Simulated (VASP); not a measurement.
Write the native input for VASP 6.6.1 that does the following.

| Item | Value |
| --- | --- |
| Task | single point |
| Functional | PBE0 |
| Potentials or basis | VASP PAW PBE potentials, release 64 (Ru_pv) |
| Cutoff | 520 eV |
| k mesh | 6 × 6 × 3 |
| Occupations | fermi-dirac, width 0.05 eV |
| Spin | no spin polarisation |
| Dipole correction | no |
| Grid for exact exchange (PRECFOCK) | Normal |
| Further INCAR settings | ALGO = Normal; EDIFF = 1e-06; NBANDS = 21 |
| Share of exact exchange | 0.25 |

Crystal: Ru.

```
Ru
1.0
     2.70580    0.00000    0.00000
    -1.35290    2.34329    0.00000
     0.00000    0.00000    4.28190
Ru
2
Direct
  0.66667 0.33333 0.75000
  0.33333 0.66667 0.25000
```

These files were run (other wordings do the same):

POSCAR

```
Ru
1.0
    2.7058000000      0.0000000000      0.0000000000
   -1.3529000000      2.3432915376      0.0000000000
    0.0000000000      0.0000000000      4.2819000000
Ru
2
Direct
    0.6666666667      0.3333333333      0.7500000000
    0.3333333333      0.6666666667      0.2500000000
```

INCAR.step1

```
SYSTEM = Ru
PREC = Accurate
ENCUT = 520
EDIFF = 1E-5
ISMEAR = -1
SIGMA = 0.05
LREAL = .False.
LASPH = .True.
NELM = 100
ALGO = Normal
ISIF = 2
LWAVE = .True.
LCHARG = .False.
GGA = PE
NBANDS = 21
```

INCAR.step2

```
SYSTEM = Ru
PREC = Accurate
ENCUT = 520
EDIFF = 1E-6
ISMEAR = -1
SIGMA = 0.05
LREAL = .False.
LASPH = .True.
NELM = 100
ALGO = Normal
ISIF = 2
LWAVE = .False.
LCHARG = .False.
GGA = PE
LHFCALC = .True.
AEXX = 0.25
PRECFOCK = Normal
ISTART = 1
NBANDS = 21
```

KPOINTS

```
regular mesh
0
Gamma
  6 6 3
  0 0 0
```

Potentials or basis: VASP PAW PBE potentials, release 64 (Ru_pv).

Run with:

```sh
$ cat potpaw_PBE.64/Ru_pv/POTCAR > POTCAR
$ cp INCAR.step1 INCAR
$ mpirun -np 1 vasp_std > vasp.out
$ cp INCAR.step2 INCAR
$ mpirun -np 1 vasp_std > vasp.out
```

It gave:

```
Pressure               : -8.6 GPa
Band gap on the k mesh : zero (bands 14 and 15 overlap by 4.47 eV)
```

Caveat: the k points lie up to 0.49 Å⁻¹ apart, too coarse for converged energies and pressures of a metal; the PAW data sets were made with another functional, which shifts forces and pressure a little.

It took 20 min on 1 thread of Intel(R) Xeon(R) Platinum 8488C (Sapphire Rapids), with other jobs on the host, peak memory 0.15 GiB.
